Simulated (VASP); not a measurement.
# Si2W (I4/mmm) in VASP: a series of runs, part 2 of 2

VASP 6.6.1. The steps go on from the part before.

**3. Relaxation of cell and atoms, PBEsol**

Input file INCAR:

```
SYSTEM = Si2W
ALGO = Fast
EDIFF = 1E-6
EDIFFG = -0.015
ENCUT = 600
GGA = PS
IBRION = 2
ISIF = 3
ISMEAR = 0
LASPH = .TRUE.
LCHARG = .FALSE.
LREAL = .FALSE.
LWAVE = .FALSE.
NELM = 60
NSW = 80
PREC = Accurate
SIGMA = 0.1
```

Input file KPOINTS:

```
k-points
0
G
  8 8 4
  0 0 0
```

Input file POSCAR:

```
Si2W
1.0
    3.2024995622     -3.2024995622      0.0000000000
   -3.2024995622     -3.2024995622      0.0000000000
    0.0000000000      0.0000000000     -7.8157325289
Si W
8 4
Direct
    0.0000000000      0.5000000000      0.1655010550
    0.5000000000      0.5000000000      0.6655010550
    0.5000000000      1.0000000000      0.1655010550
    0.0000000000      1.0000000000      0.6655010550
    0.0000000000      0.0000000000      0.3344989450
    0.5000000000      0.0000000000      0.8344989450
    0.5000000000      0.5000000000      0.3344989450
    0.0000000000      0.5000000000      0.8344989450
    0.0000000000      0.0000000000      0.0000000000
    0.5000000000      0.0000000000      0.5000000000
    0.5000000000      0.5000000000      0.0000000000
    0.0000000000      0.5000000000      0.5000000000
```

Potentials or basis: VASP PAW PBE potentials, release 64 (Si, W_sv).

Launch:

```bash
$ cat potpaw_PBE.64/Si/POTCAR potpaw_PBE.64/W_sv/POTCAR > POTCAR
$ mpirun -np 1 vasp_std > vasp.out
```

OUTCAR:

```text
SYSTEM = Si2W
   EDIFF = 1E-6
   EDIFFG = -0.015
   ENCUT = 600
   GGA = PS
   IBRION = 2
   ISIF = 3
   ISMEAR = 0
   LASPH = .TRUE.
   LREAL = .FALSE.
   NELM = 60
   NSW = 80
   PREC = Accurate

 ion  position               nearest neighbor table
   1  0.000  0.500  0.166-   8 2.59   9 2.61  11 2.61   9 2.61  11 2.61  12 2.61   5 2.62   5 2.62
                             7 2.62   7 2.62
   2  0.500  0.500  0.666-   7 2.59  10 2.61  12 2.61  10 2.61  12 2.61  11 2.61   6 2.62   8 2.62
                             8 2.62   6 2.62
   3  0.500  0.000  0.166-   6 2.59   9 2.61  11 2.61  11 2.61   9 2.61  10 2.61   7 2.62   7 2.62
                             5 2.62   5 2.62
   4  0.000  0.000  0.666-   5 2.59  10 2.61  12 2.61  12 2.61  10 2.61   9 2.61   8 2.62   8 2.62
                             6 2.62   6 2.62
   5  0.000  0.000  0.334-   4 2.59  10 2.61  12 2.61  12 2.61  10 2.61   9 2.61   1 2.62   1 2.62
                             3 2.62   3 2.62
   6  0.500  0.000  0.834-   3 2.59   9 2.61  11 2.61  11 2.61   9 2.61  10 2.61   2 2.62   4 2.62
                             4 2.62   2 2.62
   7  0.500  0.500  0.334-   2 2.59  10 2.61  12 2.61  10 2.61  12 2.61  11 2.61   3 2.62   3 2.62
                             1 2.62   1 2.62
   8  0.000  0.500  0.834-   1 2.59   9 2.61  11 2.61   9 2.61  11 2.61  12 2.61   4 2.62   4 2.62
                             2 2.62   2 2.62
   9  0.000  0.000  0.000-   1 2.61   3 2.61   6 2.61   8 2.61   1 2.61   8 2.61   3 2.61   6 2.61
                             4 2.61   5 2.61  11 3.20  11 3.20  11 3.20  11 3.20
  10  0.500  0.000  0.500-   2 2.61   4 2.61   5 2.61   7 2.61   2 2.61   7 2.61   4 2.61   5 2.61
                             6 2.61   3 2.61  12 3.20  12 3.20  12 3.20  12 3.20
  11  0.500  0.500  0.000-   1 2.61   3 2.61   6 2.61   8 2.61   3 2.61   6 2.61   1 2.61   8 2.61
                             7 2.61   2 2.61   9 3.20   9 3.20   9 3.20   9 3.20
  12  0.000  0.500  0.500-   2 2.61   4 2.61   5 2.61   7 2.61   4 2.61   5 2.61   2 2.61   7 2.61
                             1 2.61   8 2.61  10 3.20  10 3.20  10 3.20  10 3.20

  LATTYP: Found a simple tetragonal cell.
 ALAT       =     4.5290183144
 C/A-ratio  =     1.7257012417

  Lattice vectors:

 A1 = (   3.2024995622,  -3.2024995622,   0.0000000000)
 A2 = (  -3.2024995622,  -3.2024995622,   0.0000000000)
 A3 = (   0.0000000000,   0.0000000000,  -7.8157325289)

Analysis of symmetry for initial positions (statically):
=====================================================================
 Subroutine PRICEL returns following result:

  LATTYP: Found a body centered tetragonal cell.
 ALAT       =     3.2024995622
 C/A-ratio  =     2.4405101007

  Lattice vectors:

 A1 = (   1.6012497811,   1.6012497811,   3.9078662644)
 A2 = (  -1.6012497811,  -1.6012497811,   3.9078662645)
 A3 = (   1.6012497811,  -1.6012497811,  -3.9078662644)

   4 primitive cells build up your supercell.

 Routine SETGRP: Setting up the symmetry group for a
 simple tetragonal supercell.

 Subroutine GETGRP returns: Found 16 space group operations
 (whereof 16 operations were pure point group operations)
 out of a pool of 16 trial point group operations.

The static configuration has the point symmetry D_4h.

Analysis of symmetry for dynamics (positions and initial velocities):
=====================================================================
 Subroutine PRICEL returns following result:

  LATTYP: Found a body centered tetragonal cell.
 ALAT       =     3.2024995622
 C/A-ratio  =     2.4405101007

  Lattice vectors:

[... 100 lines left out ...]
   dimension x,y,z NGX =    36 NGY =   36 NGZ =   64
   dimension x,y,z NGXF=    72 NGYF=   72 NGZF=  128
   ions per type =               8   4
   NGX,Y,Z   is equivalent  to a cutoff of  13.21, 13.21, 13.61 a.u.
   NGXF,Y,Z  is equivalent  to a cutoff of  26.43, 26.43, 27.23 a.u.
 SYSTEM =  Si2W
   PREC   = accura    normal or accurate (medium, high low for compatibility)
   ISTART =      0    job   : 0-new  1-cont  2-samecut
   ICHARG =      2    charge: 1-file 2-atom 10-const
   ISPIN  =      1    spin polarized calculation?
   LNONCOLLINEAR =      F non collinear calculations
   LSORBIT =      F    spin-orbit coupling
   LASPH  =      T    aspherical Exc in radial PAW
   ENCUT  =  600.0 eV  44.10 Ry    6.64 a.u.   9.05  9.05 15.61*2*pi/ulx,y,z
   NELM   =     60;   NELMIN=  2; NELMDL= -5     # of ELM steps
   EDIFF  = 0.1E-05   stopping-criterion for ELM
   LREAL  =      F    real-space projection
   EDIFFG = -.1E-01   stopping-criterion for IOM
   NSW    =     80    number of steps for IOM
   IBRION =      2    ionic relax: 0-MD 1-quasi-New 2-CG
   NFREE  =      1    steps in history (QN), initial steepest desc. (CG)
   ISIF   =      3    stress and relaxation
   ISYM   =      2    0-nonsym 1-usesym 2-fastsym
   POTIM  = 0.5000    time-step for ionic-motion
   TEBEG  =    0.0;   TEEND  =   0.0 temperature during run
   PSTRESS=    0.0 pullay stress
   NELECT =      88.0000    total number of electrons
   NUPDOWN=      -1.0000    fix difference up-down
   EMIN   =  10.00;   EMAX   =-10.00  energy-range for DOS
   EFERMI =   0.00;   METHOD = LEGACY
   ISMEAR =     0;   SIGMA  =   0.10  broadening in eV -4-tet -1-fermi 0-gaus
   EFERMI_NEDOS =   21; number of points for ismear=-14 and -15
   IALGO  =     68    algorithm
   IMIX   =      4    mixing-type and parameters
     AMIX     =   0.40;   BMIX     =  1.00
     AMIX_MAG =   1.60;   BMIX_MAG =  1.00
  volume/ion in A,a.u.               =      13.36        90.16
  Fermi-wavevector in a.u.,A,eV,Ry     =   1.340427  2.533039 24.446187  1.796744
  Thomas-Fermi vector in A             =   2.468741
   LORBIT       =      0    0 simple, 1 ext, 2 COOP (PROOUT), +10 PAW based schemes
   GGA     = PS    functional components
   LHFCALC =     F    Hartree Fock is set to
   AEXX    =    0.0000 exact exchange contribution
   IVDW    =     0    specifies the selected vdW correction
   LEPSILON=     F    determine dielectric tensor
   LRPA    =     F    only Hartree local field effects (RPA)
 conjugate gradient relaxation of ions
 non-spin polarized calculation
 RMM-DIIS sequential band-by-band and
 Gauss-broadening in eV      SIGMA  =   0.10
  energy-cutoff  :      600.00
  volume of cell :      160.32
 maximum number of plane-waves:      5384
   NGX = 19   NGY = 19   NGZ = 31

--------------------------------------- Ionic step        1  -------------------------------------------

 number of electron      87.9999993 magnetization

 Free energy of the ion-electron system (eV)
  ---------------------------------------------------
  ext. energy  EPLUGINS =         0.00000000
  ---------------------------------------------------
  free energy    TOTEN  =      -106.56260703 eV

  energy without entropy =     -106.55665920  energy(sigma->0) =     -106.55963311

------------------------ aborting loop because EDIFF is reached ----------------------------------------

  FORCE on cell =-STRESS in cart. coord.  units (eV):
  Direction    XX          YY          ZZ          XY          YZ          ZX
  --------------------------------------------------------------------------------------
  -------------------------------------------------------------------------------------
  Total        0.3530147      0.3530147      0.3975172      0.0000000      0.0000000      0.0000000
  in kB        3.5279750      3.5279750      3.9727269      0.0000000      0.0000000      0.0000000
  external PRESSURE =       3.6762256 kB  Pullay stress =       0.0000000 kB
[... 79 lines left out ...]
--------------------------------------- Ionic step        3  -------------------------------------------

 number of electron      87.9999993 magnetization

 Free energy of the ion-electron system (eV)
  ---------------------------------------------------
  ext. energy  EPLUGINS =         0.00000000
  ---------------------------------------------------
  free energy    TOTEN  =      -106.56290018 eV

  energy without entropy =     -106.55696044  energy(sigma->0) =     -106.55993031

 E-fermi :  11.9409     XC(G=0): -12.6411

 val. band max:       11.8739516160   @ k =   0.1250   0.0000   0.2500
 cond. band min:      11.9560898643   @ k =   0.1250   0.0000   0.0000
 fundamental gap:      0.0821382483
 Fermi energy:        11.9409456305

 k-point     1 :       0.0000    0.0000    0.0000
  band No.  band energies     occupation
      1     -61.8246      2.00000
      2     -61.8245      2.00000
      3     -61.8088      2.00000
      4     -61.8088      2.00000
      5     -26.2642      2.00000
      6     -26.2642      2.00000
[... 1309 lines left out ...]
     51      14.7342      0.00000
     52      14.7368      0.00000

 [... further k-points ...]

------------------------ aborting loop because EDIFF is reached ----------------------------------------

  FORCE on cell =-STRESS in cart. coord.  units (eV):
  Direction    XX          YY          ZZ          XY          YZ          ZX
  --------------------------------------------------------------------------------------
  -------------------------------------------------------------------------------------
  Total        0.0112341      0.0112341     -0.0155665      0.0000000      0.0000000      0.0000000
  in kB        0.1120955      0.1120955     -0.1553247      0.0000000      0.0000000      0.0000000
  external PRESSURE =       0.0229554 kB  Pullay stress =       0.0000000 kB
[... 27 lines left out ...]
  FREE ENERGIE OF THE ION-ELECTRON SYSTEM (eV)
  ---------------------------------------------------
  free  energy   TOTEN  =      -106.5629001765 eV

  energy  without entropy=     -106.5569604376  energy(sigma->0) =     -106.55993031

 reached required accuracy - stopping structural energy minimisation
```

Run time: 26 min. Hardware: 1 thread of Oxide Virtual Turin-like, shared host; peak memory 0.47 GiB.

Results:

```
Free energy                           : -106.5629 eV
Relaxed volume                        : 13.38 Å³/atom
Relaxed cell                          : a = 4.531 Å, b = 4.531 Å, c = 7.820 Å, α = 90.00°, β = 90.00°, γ = 90.00°
Space group after relaxing (to 0.1 Å) : I4/mmm (No. 139)
Energy gained by relaxing             : 0.0 meV/atom
Ionic steps                           : 3
Pressure after relaxing               : 0.0 GPa
Largest force after relaxing          : 0.006 eV/Å
Band gap on the k mesh                : zero (bands 44 and 45 overlap by 0.89 eV)
```

Forces in eV/Å, atoms in the order of the input:
```
Si   0.000  0.000 -0.006
Si   0.000  0.000 -0.006
Si   0.000  0.000 -0.006
Si   0.000  0.000 -0.006
Si   0.000  0.000  0.006
Si   0.000  0.000  0.006
Si   0.000  0.000  0.006
Si   0.000  0.000  0.006
W    0.000  0.000  0.000
W    0.000  0.000  0.000
W    0.000  0.000  0.000
W    0.000  0.000  0.000
```

The path:
```
step  energy change (eV)  largest force (eV/Å)  pressure (GPa)  volume (Å³)
   1              0.0000                0.0154            0.37       160.32
   2              0.0008                0.0114           -0.73       161.03
   3             -0.0003                0.0056            0.00       160.57
```

Final structure:
```xyz
12
Lattice="3.2041 -3.2041 0.0000 -3.2041 -3.2041 0.0000 0.0000 0.0000 -7.8202" Properties=species:S:1:pos:R:3 pbc="T T T"
Si   -1.6021   -1.6021   -1.2945
Si    0.0000   -3.2041   -5.2046
Si    1.6021   -1.6021   -1.2945
Si    0.0000    0.0000   -5.2046
Si    0.0000    0.0000   -2.6156
Si    1.6021   -1.6021   -6.5257
Si    0.0000   -3.2041   -2.6156
Si   -1.6021   -1.6021   -6.5257
W     0.0000    0.0000    0.0000
W     1.6021   -1.6021   -3.9101
W     0.0000   -3.2041    0.0000
W    -1.6021   -1.6021   -3.9101
```

Levels at points of the mesh, in eV from the Fermi level:
| k point | band 40 | band 41 | band 42 | band 43 | band 44 | band 45 | band 46 | band 47 | band 48 | band 49 |
| --- | --- | --- | --- | --- | --- | --- | --- | --- | --- | --- |
| (0.00, 0.00, 0.00) | -1.72 | -0.80 | -0.80 | -0.49 | -0.49 | 0.65 | 0.83 | 2.84 | 2.85 | 2.85 |
| (0.50, 0.00, 0.00) | -2.12 | -1.95 | -1.95 | -0.87 | -0.87 | 0.36 | 0.36 | 2.02 | 2.02 | 2.32 |
| (0.50, 0.50, 0.00) | -2.64 | -0.68 | -0.68 | -0.68 | -0.68 | 2.14 | 2.14 | 2.14 | 2.14 | 3.00 |
| (0.00, 0.00, 0.50) | -2.26 | -2.26 | -2.26 | 0.12 | 0.12 | 0.74 | 0.74 | 1.62 | 1.62 | 1.62 |
| (0.50, 0.00, 0.50) | -2.58 | -2.42 | -2.42 | -2.42 | -2.42 | 1.79 | 1.79 | 1.79 | 1.79 | 2.16 |
| (0.50, 0.50, 0.50) | -2.78 | -0.42 | -0.42 | -0.42 | -0.42 | 2.75 | 2.75 | 2.75 | 2.75 | 2.84 |

Caveat: the PAW data sets were made with another functional, which shifts forces and pressure a little; spin-orbit coupling is left out, which moves the levels of the heavy elements.
